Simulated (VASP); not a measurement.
A run of VASP 6.6.1 is set up as follows.

INCAR

```
SYSTEM = CaO
ALGO = Normal ; EDIFF = 1E-6
ENCUT = 600 ; GGA = PE
GGA_COMPAT = .False. ; ISIF = 2
ISMEAR = 1 ; LASPH = .True.
LCHARG = .False. ; LREAL = .False.
LWAVE = .False. ; NBANDS = 15
NELM = 120 ; PREC = Accurate
SIGMA = 0.001
```

KPOINTS

```
k-points
0
Gamma
  6 6 6
  0 0 0
```

File POSCAR:

```
CaO
1.0
    0.0000000000      2.3975473901      2.3975473901
    2.3975473901      0.0000000000      2.3975473901
    2.3975473901      2.3975473901      0.0000000000
Ca O
1 1
Direct
    0.0000000000      0.0000000000      0.0000000000
    0.5000000000      0.5000000000      0.5000000000
```

Potentials or basis: VASP PAW PBE potentials, release 64 (Ca_sv, O).

Run with:

```bash
$ cat potpaw_PBE.64/Ca_sv/POTCAR potpaw_PBE.64/O/POTCAR > POTCAR
$ mpirun -np 1 vasp_std > vasp.out
```

**Question.** Predict the pressure.

**Answer.** 2.9 GPa.

**Question.** Predict the band gap on the k mesh.

**Answer.** 3.63 eV (least direct gap 4.01 eV).

A k mesh can miss the band edges.
